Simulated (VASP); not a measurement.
# Be3Te4: relaxation of cell and atoms with PBE

Crystal: Be3Te4.

```
Be Te
1.0
     7.55000    0.00000    0.00000
     0.00000    6.54000    0.00000
     0.00000    0.00000    6.17000
Be Te
6 8
Cartesian
  3.7750 5.5263 0.0000
  1.8875 2.1582 0.0000
  5.6625 2.1582 0.0000
  0.0000 1.0137 3.0850
  1.8875 4.3818 3.0850
  5.6625 4.3818 3.0850
  3.7750 1.1249 5.3370
  5.7002 2.1909 2.3137
  1.8498 2.1909 2.3137
  0.0000 5.4151 2.2521
  1.9252 4.3491 5.3987
  5.6247 4.3491 5.3987
  0.0000 0.9810 5.4296
  3.7750 5.5590 2.3446
```

This cell differs from its parent crystal: atoms taken out.

```json
{
  "Program": "VASP 6.6.1",
  "Task": "relaxation of cell and atoms",
  "Functional": "PBE",
  "Potentials or basis": "VASP PAW PBE potentials, release 64 (Be, Te)",
  "Cutoff": "500 eV",
  "k mesh": "2 × 3 × 3",
  "Occupations": "gaussian, width 0.2 eV",
  "Spin": "no spin polarisation",
  "Dipole correction": "no",
  "Second try": "not_converged",
  "Further INCAR settings": "ALGO = All; EDIFF = 1e-07; IBRION = 2; EDIFFG = -0.08; NSW = 36; ISIF = 3"
}
```

```json
{
 "Relaxed volume": "24.22 Å³/atom",
 "Relaxed cell": "a = 6.546 Å, b = 7.508 Å, c = 6.898 Å, α = 90.00°, β = 90.00°, γ = 90.00°",
 "Space group after relaxing (to 0.1 Å)": "Pmn2_1 (No. 31)",
 "Energy gained by relaxing": "183.9 meV/atom",
 "Ionic steps": "32",
 "Pressure after relaxing": "0.0 GPa",
 "Largest force after relaxing": "0.077 eV/Å",
 "Band gap on the k mesh": "zero (bands 30 and 31 overlap by 2.70 eV)"
}
```

Forces in eV/Å, atoms in the order of the input:
```
Be   0.000  0.017  0.000
Be   0.010 -0.049  0.014
Be  -0.010 -0.049  0.014
Be   0.000 -0.017  0.000
Be  -0.010  0.049  0.014
Be   0.010  0.049  0.014
Te   0.000  0.028  0.001
Te   0.015  0.023 -0.026
Te  -0.015  0.023 -0.026
Te   0.000 -0.028  0.001
Te   0.015 -0.023 -0.026
Te  -0.015 -0.023 -0.026
Te   0.000 -0.073  0.025
Te   0.000  0.073  0.025
```

Stress tensor (GPa, compression positive):
```
-0.20  0.00  0.00
 0.00  0.11  0.00
 0.00  0.00 -0.01
```

Step by step:
```csv
step,energy change (eV),largest force (eV/Å),pressure (GPa),volume (Å³)
1,0.0000,0.8684,8.65,304.66
2,-1.1334,0.3428,-1.85,359.29
3,-1.1970,0.3631,-0.27,347.53
4,-1.1968,0.3615,-0.40,348.43
5,-1.2726,0.3063,-0.35,347.58
6,-1.3555,0.2100,-0.18,345.75
7,-1.3606,0.1999,-0.10,345.13
8,-1.3804,0.0993,0.06,343.68
9,-1.3804,0.1059,0.07,343.63
10,-1.3859,0.0856,-0.04,344.07
11,-1.3897,0.1073,-0.34,345.36
12,-1.3903,0.0928,-0.27,345.04
13,-1.3932,0.0886,-0.25,344.76
14,-1.4034,0.1186,-0.19,343.89
15,-1.4355,0.2466,-0.08,342.14
16,-1.5467,0.4401,0.18,338.53
17,-1.8056,0.7812,1.09,330.84
18,0.8209,5.1727,6.99,313.59
19,-1.8553,0.7176,1.18,330.23
20,-1.4509,1.9787,3.05,321.89
21,-1.8745,0.7713,1.31,329.40
22,-1.8781,0.8572,1.45,328.59
23,-1.8776,0.8182,1.39,328.95
24,-2.0174,0.7646,0.92,331.44
25,-2.3107,0.6330,-0.33,338.86
26,-2.3167,0.5336,-2.18,353.54
27,-2.4091,0.5537,-1.35,346.18
28,-2.4980,0.4050,-0.71,342.26
29,-2.5452,0.2456,0.27,336.92
30,-2.5631,0.1730,0.13,337.82
31,-2.5698,0.1207,-0.01,338.80
32,-2.5750,0.0773,-0.04,339.02
```

Final structure:
```cif
data_structure
_symmetry_space_group_name_H-M 'P 1'
_symmetry_Int_Tables_number 1
_cell_length_a 6.5459
_cell_length_b 7.5077
_cell_length_c 6.8984
_cell_angle_alpha 90.000
_cell_angle_beta 90.000
_cell_angle_gamma 90.000
_cell_volume 339.02
loop_
_atom_site_label
_atom_site_type_symbol
_atom_site_fract_x
_atom_site_fract_y
_atom_site_fract_z
_atom_site_occupancy
Be1 Be 0.50000 0.84381 0.01587 1
Be2 Be 0.25303 0.35438 0.00985 1
Be3 Be 0.74697 0.35438 0.00985 1
Be4 Be 0.00000 0.15619 0.51587 1
Be5 Be 0.24697 0.64562 0.50985 1
Be6 Be 0.75303 0.64562 0.50985 1
Te1 Te 0.50000 0.14054 0.86097 1
Te2 Te 0.74359 0.35145 0.36501 1
Te3 Te 0.25641 0.35145 0.36501 1
Te4 Te 0.00000 0.85946 0.36097 1
Te5 Te 0.24359 0.64855 0.86501 1
Te6 Te 0.75641 0.64855 0.86501 1
Te7 Te 0.00000 0.14558 0.86842 1
Te8 Te 0.50000 0.85442 0.36842 1
```

Levels at points of the mesh, in eV from the Fermi level:
| k point | band 28 | band 29 | band 30 | band 31 | band 32 | band 33 |
| --- | --- | --- | --- | --- | --- | --- |
| (0.00, 0.00, 0.00) | -0.83 | 0.56 | 1.47 | 1.99 | 2.11 | 2.27 |
| (0.50, 0.00, 0.00) | -1.18 | -0.86 | -0.86 | -0.58 | -0.58 | 2.39 |

Wall time 12 min on 4 MPI ranks on Intel(R) Xeon(R) 6975P-C (Granite Rapids), with other jobs on the host, peak memory 0.45 GiB a rank.

Caveat: the k points lie up to 0.48 Å⁻¹ apart in the final cell, too coarse for converged energies and pressures of a metal; the cell differs from its parent crystal (atoms taken out); spin-orbit coupling is left out, which moves the levels of the heavy elements; the relaxation stopped at a loose force limit of 0.08 eV/Å, so its end isn't a converged minimum.
